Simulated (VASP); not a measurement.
# BiS (Pm-3m) in VASP: further runs

The runs below take BiS through relaxation of cell and atoms, single point, with RPBE+D3(BJ), LDA.

All numbers are computed with VASP 6.6.1; they aren't measurements. Logs are shortened: lines on timing, memory, paths and dates and some standing lists are left out, and cuts for length are marked.

### Step 1. The cell of the first run

It takes space group Pm-3m (No. 221, cubic). Conventional cell: a = 4.003 Å, b = 4.003 Å, c = 4.003 Å, α = 90.00°, β = 90.00°, γ = 90.00°. Within 4.6 Å of Bi (site symmetry m-3m) lie 8 S at 3.47 Å and 6 Bi at 4.00 Å. Within 4.6 Å of S (site symmetry m-3m) lie 8 Bi at 3.47 Å and 6 S at 4.00 Å.

### Step 2. Relaxation of cell and atoms, RPBE+D3(BJ)

Contents of INCAR:

```
SYSTEM = BiS
PREC     = Accurate       ! precision mode
ENCUT    = 600            ! plane-wave cutoff, eV
EDIFF    = 1E-6           ! SCF threshold, eV
ISMEAR   = -1             ! smearing method
SIGMA    = 0.05           ! smearing width, eV
LREAL    = .FALSE.        ! projectors in reciprocal space
LASPH    = .TRUE.         ! aspherical terms in the spheres
NELM     = 100            ! most SCF steps
ALGO     = Normal         ! electronic algorithm
ISIF     = 3              ! what is computed and relaxed
LWAVE    = .FALSE.        ! write WAVECAR
LCHARG   = .FALSE.        ! write CHGCAR
GGA      = RP             ! functional
IVDW     = 12             ! dispersion correction
IBRION   = 2              ! ionic algorithm
NSW      = 60             ! ionic steps
EDIFFG   = -0.01          ! ionic threshold
```

Contents of KPOINTS:

```
regular mesh
0
G
  7 7 7
  0 0 0
```

Contents of POSCAR:

```
BiS
1.0
    4.0029443400      0.0000000000      0.0000000000
    0.0000000000      4.0029443400      0.0000000000
    0.0000000000      0.0000000000      4.0029443400
Bi S
1 1
Direct
    0.5000000000      0.5000000000      0.5000000000
    0.0000000000      0.0000000000      0.0000000000
```

Potentials or basis: VASP PAW PBE potentials, release 64 (Bi_d, S).

Command:

```sh
$ cat potpaw_PBE.64/Bi_d/POTCAR potpaw_PBE.64/S/POTCAR > POTCAR
$ mpirun -np 1 vasp_std > vasp.out
```

OUTCAR:

```text
SYSTEM = BiS
   PREC = Accurate
   ENCUT = 600
   EDIFF = 1E-6
   ISMEAR = -1
   LREAL = .FALSE.
   LASPH = .TRUE.
   NELM = 100
   ISIF = 3
   GGA = RP
   IVDW = 12
   IBRION = 2
   NSW = 60
   EDIFFG = -0.01
 IVDW          = 12

 ion  position               nearest neighbor table
   1  0.500  0.500  0.500-
   2  0.000  0.000  0.000-

  LATTYP: Found a simple cubic cell.
 ALAT       =     4.0029443400

  Lattice vectors:

 A1 = (   4.0029443400,   0.0000000000,   0.0000000000)
 A2 = (   0.0000000000,   4.0029443400,   0.0000000000)
 A3 = (   0.0000000000,   0.0000000000,   4.0029443400)

Analysis of symmetry for initial positions (statically):
=====================================================================
 Subroutine PRICEL returns:
 Original cell was already a primitive cell.

 Routine SETGRP: Setting up the symmetry group for a
 simple cubic supercell.

 Subroutine GETGRP returns: Found 48 space group operations
 (whereof 48 operations were pure point group operations)
 out of a pool of 48 trial point group operations.

The static configuration has the point symmetry O_h .

Analysis of symmetry for dynamics (positions and initial velocities):
=====================================================================
 Subroutine PRICEL returns:
 Original cell was already a primitive cell.

 Routine SETGRP: Setting up the symmetry group for a
 simple cubic supercell.

 Subroutine GETGRP returns: Found 48 space group operations
 (whereof 48 operations were pure point group operations)
 out of a pool of 48 trial point group operations.

The dynamic configuration has the point symmetry O_h .

 Subroutine INISYM returns: Found 48 space group operations
 (whereof 48 operations are pure point group operations),
 and found     1 'primitive' translations

----------------------------------------------------------------------------------------

                                     Primitive cell

  volume of cell :      64.1414

  direct lattice vectors                    reciprocal lattice vectors
     4.002944340  0.000000000  0.000000000     0.249816114  0.000000000  0.000000000
     0.000000000  4.002944340  0.000000000     0.000000000  0.249816114  0.000000000
     0.000000000  0.000000000  4.002944340     0.000000000  0.000000000  0.249816114

  length of vectors
     4.002944340  4.002944340  4.002944340     0.249816114  0.249816114  0.249816114

  position of ions in fractional coordinates (direct lattice)
     0.500000000  0.500000000  0.500000000
     0.000000000  0.000000000  0.000000000

  ion indices of the primitive-cell ions
   primitive index   ion index
                 1           1
                 2           2

----------------------------------------------------------------------------------------

 KPOINTS: regular mesh

Automatic generation of k-mesh.
 Grid dimensions read from file:
 generate k-points for:    7    7    7

 Generating k-lattice:

  Cartesian coordinates                     Fractional coordinates (reciprocal lattice)
     0.035688016  0.000000000  0.000000000     0.142857143  0.000000000  0.000000000
     0.000000000  0.035688016  0.000000000     0.000000000  0.142857143  0.000000000
     0.000000000  0.000000000  0.035688016     0.000000000  0.000000000  0.142857143

  Length of vectors
     0.035688016  0.035688016  0.035688016

  Shift w.r.t. Gamma in fractional coordinates (k-lattice)
     0.000000000  0.000000000  0.000000000

 Subroutine IBZKPT returns following result:
 ===========================================

 Found     20 irreducible k-points:

 Following reciprocal coordinates:
            Coordinates               Weight
  0.000000  0.000000  0.000000      1.000000
  0.142857  0.000000  0.000000      6.000000
  0.285714  0.000000  0.000000      6.000000
  0.428571  0.000000  0.000000      6.000000
  0.142857  0.142857  0.000000     12.000000
  0.285714  0.142857  0.000000     24.000000
[... 12 lines left out ...]
  0.428571  0.428571  0.285714     24.000000
  0.428571  0.428571  0.428571      8.000000
   k-points           NKPTS =     20   k-points in BZ     NKDIM =     20   number of bands    NBANDS=     14
   number of dos      NEDOS =    301   number of ions     NIONS =      2
   total plane-waves  NPLWV =  32768
   dimension x,y,z NGX =    32 NGY =   32 NGZ =   32
   dimension x,y,z NGXF=    64 NGYF=   64 NGZF=   64
   ions per type =               1   1
   NGX,Y,Z   is equivalent  to a cutoff of  13.29, 13.29, 13.29 a.u.
   NGXF,Y,Z  is equivalent  to a cutoff of  26.58, 26.58, 26.58 a.u.
 SYSTEM =  BiS
   PREC   = accura    normal or accurate (medium, high low for compatibility)
   ISTART =      0    job   : 0-new  1-cont  2-samecut
   ICHARG =      2    charge: 1-file 2-atom 10-const
   ISPIN  =      1    spin polarized calculation?
   LNONCOLLINEAR =      F non collinear calculations
   LSORBIT =      F    spin-orbit coupling
   LASPH  =      T    aspherical Exc in radial PAW
   ENCUT  =  600.0 eV  44.10 Ry    6.64 a.u.   7.99  7.99  7.99*2*pi/ulx,y,z
   NELM   =    100;   NELMIN=  2; NELMDL= -5     # of ELM steps
   EDIFF  = 0.1E-05   stopping-criterion for ELM
   LREAL  =      F    real-space projection
   EDIFFG = -.1E-01   stopping-criterion for IOM
   NSW    =     60    number of steps for IOM
   IBRION =      2    ionic relax: 0-MD 1-quasi-New 2-CG
   NFREE  =      1    steps in history (QN), initial steepest desc. (CG)
   ISIF   =      3    stress and relaxation
   ISYM   =      2    0-nonsym 1-usesym 2-fastsym
   POTIM  = 0.5000    time-step for ionic-motion
   TEBEG  =    0.0;   TEEND  =   0.0 temperature during run
   PSTRESS=    0.0 pullay stress
   NELECT =      21.0000    total number of electrons
   NUPDOWN=      -1.0000    fix difference up-down
   EMIN   =  10.00;   EMAX   =-10.00  energy-range for DOS
   EFERMI =   0.00;   METHOD = LEGACY
   ISMEAR =    -1;   SIGMA  =   0.05  broadening in eV -4-tet -1-fermi 0-gaus
   EFERMI_NEDOS =   21; number of points for ismear=-14 and -15
   IALGO  =     38    algorithm
   IMIX   =      4    mixing-type and parameters
     AMIX     =   0.40;   BMIX     =  1.00
     AMIX_MAG =   1.60;   BMIX_MAG =  1.00
  volume/ion in A,a.u.               =      32.07       216.42
  Fermi-wavevector in a.u.,A,eV,Ry     =   1.128327  2.132229 17.321879  1.273122
  Thomas-Fermi vector in A             =   2.265017
   LORBIT       =      0    0 simple, 1 ext, 2 COOP (PROOUT), +10 PAW based schemes
   GGA     = RP    functional components
   LHFCALC =     F    Hartree Fock is set to
   AEXX    =    0.0000 exact exchange contribution
   IVDW    =    12    specifies the selected vdW correction
   LEPSILON=     F    determine dielectric tensor
   LRPA    =     F    only Hartree local field effects (RPA)
 conjugate gradient relaxation of ions
 non-spin polarized calculation
  energy-cutoff  :      600.00
  volume of cell :       64.14
 maximum number of plane-waves:      2170
 NGX is ok and might be reduce to    32
   NGX = 15   NGY = 15   NGZ = 15

--------------------------------------- Ionic step        1  -------------------------------------------

 number of electron      21.0000006 magnetization

 Free energy of the ion-electron system (eV)
  ---------------------------------------------------
  ext. energy  EPLUGINS =         0.00000000
  ---------------------------------------------------
  free energy    TOTEN  =        -6.49407853 eV

  energy without entropy =       -6.48316702  energy(sigma->0) =       -6.48862277

 E-fermi :   4.6144     XC(G=0):  -9.0002

 val. band max:        4.5889629449   @ k =   0.2857   0.0000   0.0000
 cond. band min:       4.7171615746   @ k =   0.2857   0.1429   0.1429
 fundamental gap:      0.1281986297
 Fermi energy:         4.6143768593

 k-point     1 :       0.0000    0.0000    0.0000
  band No.  band energies     occupation
      1     -19.2469      2.00000
      2     -19.2469      2.00000
      3     -19.2016      2.00000
      4     -19.2016      2.00000
      5     -19.2016      2.00000
      6      -8.4764      2.00000
      7      -5.4377      2.00000
      8       2.4186      2.00000
      9       2.4186      2.00000
     10       2.4186      2.00000
     11       7.1234      0.00000
     12       7.1234      0.00000
     13       7.1234      0.00000
     14       9.1395      0.00000

 k-point     2 :       0.1429    0.0000    0.0000
  band No.  band energies     occupation
      1     -19.2467      2.00000
      2     -19.2411      2.00000
      3     -19.2031      2.00000
      4     -19.2031      2.00000
      5     -19.2014      2.00000
      6      -8.3477      2.00000
      7      -5.5709      2.00000
      8       2.2718      2.00000
      9       2.5446      2.00000
     10       2.5446      2.00000
[... 374 lines left out ...]
 POSITION                                       TOTAL-FORCE (eV/Angst)
 -----------------------------------------------------------------------------------
      1.63400      1.63400      1.63400        -0.000000      0.000000      0.000000
      0.00000      0.00000      0.00000         0.000000     -0.000000      0.000000
 -----------------------------------------------------------------------------------
    total drift:                                0.000000     -0.000000     -0.000000

  FREE ENERGIE OF THE ION-ELECTRON SYSTEM (eV)
  ---------------------------------------------------
  free  energy   TOTEN  =       -12.1379683088 eV

  energy  without entropy=      -12.1232495960  energy(sigma->0) =      -12.13060895

--------------------------------------- Ionic step        3  -------------------------------------------

 number of electron      21.0000003 magnetization

 Free energy of the ion-electron system (eV)
  ---------------------------------------------------
  ext. energy  EPLUGINS =         0.00000000
  ---------------------------------------------------
  free energy    TOTEN  =        -6.11929880 eV

  energy without entropy =       -6.10505135  energy(sigma->0) =       -6.11217508

 E-fermi :  12.4562     XC(G=0): -11.8794

 val. band max:       12.4537412801   @ k =   0.2857   0.2857   0.2857
 cond. band min:      12.6231965551   @ k =   0.4286   0.1429   0.1429
 fundamental gap:      0.1694552750
 Fermi energy:        12.4561600726

 k-point     1 :       0.0000    0.0000    0.0000
  band No.  band energies     occupation
      1     -11.7987      2.00000
      2     -11.7987      2.00000
      3     -11.4860      2.00000
      4     -11.4860      2.00000
      5     -11.4860      2.00000
      6      -5.4691      2.00000
      7       3.8644      2.00000
      8       8.1127      2.00000
      9       8.1127      2.00000
     10       8.1127      2.00000
     11      15.3167      0.00000
     12      15.3167      0.00000
     13      18.7445      0.00000
     14      18.7445      0.00000

 k-point     2 :       0.1429    0.0000    0.0000
  band No.  band energies     occupation
      1     -11.7957      2.00000
      2     -11.7522      2.00000
      3     -11.5034      2.00000
      4     -11.5034      2.00000
      5     -11.4842      2.00000
      6      -5.1931      2.00000
      7       3.0032      2.00000
      8       8.2577      2.00000
      9       8.3739      2.00000
     10       8.3739      2.00000
[... 334 lines left out ...]
 POSITION                                       TOTAL-FORCE (eV/Angst)
 -----------------------------------------------------------------------------------
      1.64510      1.64510      1.64510        -0.000000      0.000000      0.000000
      0.00000      0.00000      0.00000         0.000000     -0.000000      0.000000
 -----------------------------------------------------------------------------------
    total drift:                                0.000000     -0.000000     -0.000000

  FREE ENERGIE OF THE ION-ELECTRON SYSTEM (eV)
  ---------------------------------------------------
  free  energy   TOTEN  =       -12.1452746977 eV

  energy  without entropy=      -12.1310272442  energy(sigma->0) =      -12.13815097

 reached required accuracy - stopping structural energy minimisation
```

Run time: 55 s. Hardware: 1 thread of Intel Xeon 6975P-C, shared host; peak memory 0.21 GiB.

What came out:

```yaml
Free_energy: -12.1453 eV
Relaxed_volume: 17.81 Å³/atom
Relaxed_cell: a = 3.290 Å, b = 3.290 Å, c = 3.290 Å, α = 90.00°, β = 90.00°, γ = 90.00°
Space_group_after_relaxing_to_0.05_Å: Pm-3m (No. 221)
Energy_gained_by_relaxing: 1668.9 meV/atom
Ionic_steps: 3
Pressure_after_relaxing: 0.1 GPa
Dispersion_energy_per_atom: -3.013 eV
```

The path:
```
step  energy change (eV)  largest force (eV/Å)  pressure (GPa)  volume (Å³)
   1              0.0000                0.0000          -19.01        64.14
   2             -3.3306                0.0000            3.25        34.90
   3             -3.3379                0.0000            0.08        35.62
```

Final structure:
```yaml
crystal:
  lattice:
    - [3.29020, 0.00000, 0.00000]
    - [0.00000, 3.29020, 0.00000]
    - [0.00000, 0.00000, 3.29020]
  atoms:
    - { symbol: Bi, position: [0.50000, 0.50000, 0.50000] }
    - { symbol: S, position: [0.00000, 0.00000, 0.00000] }
```

Caveat: the volume moved by over 15 % at a fixed basis, so the end points are rough; the PAW data sets were made with another functional, which shifts forces and pressure a little; spin-orbit coupling is left out, which moves the levels of the heavy elements; pairwise dispersion overbinds metals, which lowers pressure and volume.

### Step 3. Single point, LDA

Contents of INCAR:

```
PREC = Accurate
ENCUT = 520
EDIFF = 1E-6
ISMEAR = 1
SIGMA = 0.05
LREAL = False
LASPH = True
NELM = 100
ALGO = Normal
ISIF = 2
LWAVE = False
LCHARG = False
GGA = CA
NBANDS = 18
```

Contents of KPOINTS:

```
regular mesh
0
Gamma
  6 6 6
```

POSCAR is that of step 2.

Potentials or basis: VASP PAW LDA potentials, release 64 (Bi_d, S).

Command:

```sh
$ cat potpaw_LDA.64/Bi_d/POTCAR potpaw_LDA.64/S/POTCAR > POTCAR
$ mpirun -np 1 vasp_std > vasp.out
```

It took 36 s on 1 thread of Intel Xeon 8259CL, shared host; peak memory 0.15 GiB.

Results (log left out):

| Item | Value |
| --- | --- |
| Free energy | -8.0546 eV |
| Pressure | -13.9 GPa |

Levels at points of the mesh, in eV from the Fermi level:
```
           k point  band 7  band 8  band 9  band 10  band 11  band 12  band 13  band 14
(0.00, 0.00, 0.00)   -9.86   -2.04   -2.04    -2.04     2.60     2.60     2.60     4.59
(0.50, 0.00, 0.00)  -11.10   -1.76   -1.61    -1.11    -1.11     1.13     1.13     6.42
(0.50, 0.50, 0.00)  -10.53   -4.18   -4.18    -0.92     1.55     1.55     1.91     5.63
(0.50, 0.50, 0.50)  -10.06   -2.43   -2.43    -2.43    -1.70    -1.70    -1.70     9.99
```

Caveat: spin-orbit coupling is left out, which moves the levels of the heavy elements.

### Step 4. Single point, LDA

Contents of INCAR:

```
PREC     = Accurate       # precision mode
ENCUT    = 520            # plane-wave cutoff, eV
EDIFF    = 1E-7           # SCF threshold, eV
ISMEAR   = 1              # smearing method
SIGMA    = 0.05           # smearing width, eV
LREAL    = False          # projectors in reciprocal space
LASPH    = True           # aspherical terms in the spheres
NELM     = 100            # most SCF steps
ALGO     = Normal         # electronic algorithm
ISIF     = 2              # what is computed and relaxed
LWAVE    = False          # write WAVECAR
LCHARG   = False          # write CHGCAR
NBANDS   = 18             # bands
```

Contents of KPOINTS:

```
Automatic mesh
0
Gamma
  6 6 6
```

POSCAR is that of step 3.

Potentials or basis: VASP PAW LDA potentials, release 64 (Bi_d, S).

Command:

```sh
$ cat potpaw_LDA.64/Bi_d/POTCAR potpaw_LDA.64/S/POTCAR > POTCAR
$ mpirun -np 1 vasp_std > vasp.out
```

OUTCAR:

```text
PREC = Accurate
   ENCUT = 520
   EDIFF = 1E-7
   ISMEAR = 1
   LREAL = False
   LASPH = True
   NELM = 100
   ISIF = 2

 ion  position               nearest neighbor table
   1  0.500  0.500  0.500-
   2  0.000  0.000  0.000-

  LATTYP: Found a simple cubic cell.
 ALAT       =     4.0029443400

  Lattice vectors:

 A1 = (   4.0029443400,   0.0000000000,   0.0000000000)
 A2 = (   0.0000000000,   4.0029443400,   0.0000000000)
 A3 = (   0.0000000000,   0.0000000000,   4.0029443400)

[... 596 lines left out ...]

------------------------ aborting loop because EDIFF is reached ----------------------------------------

  FORCE on cell =-STRESS in cart. coord.  units (eV):
  Direction    XX          YY          ZZ          XY          YZ          ZX
  --------------------------------------------------------------------------------------
  -------------------------------------------------------------------------------------
  Total       -5.5553997     -5.5553997     -5.5553997      0.0000000      0.0000000      0.0000000
  in kB     -138.7673328   -138.7673328   -138.7673328      0.0000000      0.0000000      0.0000000
  external PRESSURE =    -138.7673328 kB  Pullay stress =       0.0000000 kB

 VOLUME and BASIS-vectors are now :
 -----------------------------------------------------------------------------
  energy-cutoff  :      520.00
  volume of cell :       64.14
      direct lattice vectors                 reciprocal lattice vectors
     4.002944340  0.000000000  0.000000000     0.249816114  0.000000000  0.000000000
     0.000000000  4.002944340  0.000000000     0.000000000  0.249816114  0.000000000
     0.000000000  0.000000000  4.002944340     0.000000000  0.000000000  0.249816114

 POSITION                                       TOTAL-FORCE (eV/Angst)
 -----------------------------------------------------------------------------------
      2.00147      2.00147      2.00147         0.000000      0.000000      0.000000
      0.00000      0.00000      0.00000         0.000000      0.000000      0.000000
 -----------------------------------------------------------------------------------
    total drift:                                0.000000      0.000000      0.000000

  FREE ENERGIE OF THE ION-ELECTRON SYSTEM (eV)
  ---------------------------------------------------
  free  energy   TOTEN  =        -8.0545790035 eV

  energy  without entropy=       -8.0529990453  energy(sigma->0) =       -8.05405235
```

Run time: 37 s. Hardware: 1 thread of Intel Xeon 8259CL, shared host; peak memory 0.16 GiB.

Results:

| Item | Value |
| --- | --- |
| Free energy | -8.0546 eV |
| Pressure | -13.9 GPa |

Levels at points of the mesh, in eV from the Fermi level:
```csv
k point,band 6,band 7,band 8,band 9,band 10,band 11,band 12,band 13,band 14,band 15
"(0.00, 0.00, 0.00)",-12.91,-9.86,-2.04,-2.04,-2.04,2.60,2.60,2.60,4.59,4.59
"(0.50, 0.00, 0.00)",-11.74,-11.10,-1.76,-1.61,-1.12,-1.12,1.13,1.13,6.42,6.95
"(0.50, 0.50, 0.00)",-11.44,-10.53,-4.18,-4.18,-0.92,1.55,1.55,1.91,5.63,6.52
"(0.50, 0.50, 0.50)",-11.26,-10.06,-2.43,-2.43,-2.43,-1.70,-1.70,-1.70,9.99,9.99
```

Caveat: spin-orbit coupling is left out, which moves the levels of the heavy elements.
